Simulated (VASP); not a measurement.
Here is a VASP 6.6.1 calculation.

INCAR

```
ALGO     = Normal         # electronic algorithm
EDIFF    = 1E-7           # SCF threshold, eV
ENCUT    = 520            # plane-wave cutoff, eV
GGA      = RE             # functional
ISIF     = 2              # what is computed and relaxed
ISMEAR   = -1             # smearing method
LASPH    = T              # aspherical terms in the spheres
LCHARG   = F              # write CHGCAR
LREAL    = F              # projectors in reciprocal space
LWAVE    = F              # write WAVECAR
NBANDS   = 20             # bands
NELM     = 80             # most SCF steps
PREC     = Accurate       # precision mode
SIGMA    = 0.1            # smearing width, eV
```

File KPOINTS:

```
k-points
0
Gamma
  16 16 9
```

File POSCAR:

```
Mn
1.0
   -1.3213579542      1.6075342597      1.1786262675
    1.6075342597     -1.3213579542      1.1786262675
    2.6935794958      2.6935794958     -0.6544938399
Mn
2
Direct
    0.0416895037      0.9583104963      0.0000000000
    0.7083104963      0.2916895037      0.5000000000
```

Potentials or basis: VASP PAW PBE potentials, release 64 (Mn_pv).

Run with:

```sh
$ cat potpaw_PBE.64/Mn_pv/POTCAR > POTCAR
$ mpirun -np 1 vasp_std > vasp.out
```

(1) What does it give for the pressure?

(2) Predict the band gap on the k mesh.

Results:

(1) 45.3 GPa.

(2) zero (bands 13 and 14 overlap by 2.31 eV).

Caveat: the cell stands under pressure; the PAW data sets were made with another functional, which shifts forces and pressure a little; the run has no spin polarisation, though such a crystal can be magnetic.
